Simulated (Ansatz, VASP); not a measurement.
**Sn2As: VASP beside Ansatz**

```
Sn As
1.0
     0.00000    3.69891    3.69891
     3.69891    0.00000    3.69891
     3.69891    3.69891    0.00000
Sn As
2 1
Direct
  0.25000 0.25000 0.25000
  0.75000 0.75000 0.75000
  0.00000 0.00000 0.00000
```

Change from the starting cell: species swapped into the K2Te type (Fm-3m, No. 225).

Alike in both runs: task relaxation of cell and atoms; functional PBE; k mesh 4 × 4 × 4; occupations gaussian, width 0.1 eV; no spin polarisation.

```csv
,VASP,Ansatz
version,VASP 6.6.1,Ansatz 0.2.0
potentials or method,"VASP PAW PBE potentials, release 64 (Sn_d, As), cutoff 600 eV","scalar-relativistic, plane waves, PAW"
valence electrons in the cell,33,43
```

|  | VASP | Ansatz | Ansatz less VASP |
| --- | --- | --- | --- |
| gap on the k mesh at the Fermi level, each at its own relaxed structure (eV) | none | none | - |
| relaxed volume (Å³/atom) | 29.49 | 29.43 | -0.062 |
| relaxed length of the cell vector where the two differ most in proportion (Å) | 5.001 | 4.998 | -0.0035 |

A gap of «none» marks a metal or a gap that the smearing closes. VASP's potentials hold 33 valence electrons a cell and Ansatz's 43, so a difference there can come from the potentials and not from the codes.

The k mesh is coarse, so the values compare programs but aren't converged.
